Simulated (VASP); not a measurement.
# GaN: single point with PBE-based screened hybrid

GaN:

```
Ga N
1.0
     0.00000    2.24895    2.24895
     2.24895    0.00000    2.24895
     2.24895    2.24895    0.00000
Ga N
1 1
Direct
  0.00000 0.00000 0.00000
  0.25000 0.25000 0.25000
```

```yaml
Program: VASP 6.6.1
Task: single point
Functional: PBE-based screened hybrid
Potentials_or_basis: VASP PAW PBE potentials, release 64 (Ga_d, N)
Cutoff: 520 eV
k_mesh: 4 × 4 × 4
Occupations: gaussian, width 0.01 eV
Spin: no spin polarisation
```

```json
{
  "Pressure": "-11.1 GPa",
  "Band gap on the k mesh": "5.97 eV, direct"
}
```

Levels at points of the mesh, in eV from the valence-band top:
```tsv
k point	band 7	band 8	band 9	band 10	band 11	band 12
(0.00, 0.00, 0.00)	0.00	0.00	0.00	5.97	15.39	15.39
(0.50, 0.00, 0.00)	-8.39	-1.15	-1.15	9.32	13.93	15.18
(0.50, 0.50, 0.00)	-7.28	-3.26	-3.26	6.93	11.34	17.67
```

Run time: 7.6 min on 1 thread of Intel Xeon 8259CL (shared host), peak memory 0.25 GiB.

Caveat: the k points lie up to 0.60 Å⁻¹ apart; the PAW data sets were made with another functional, which shifts forces and pressure a little.
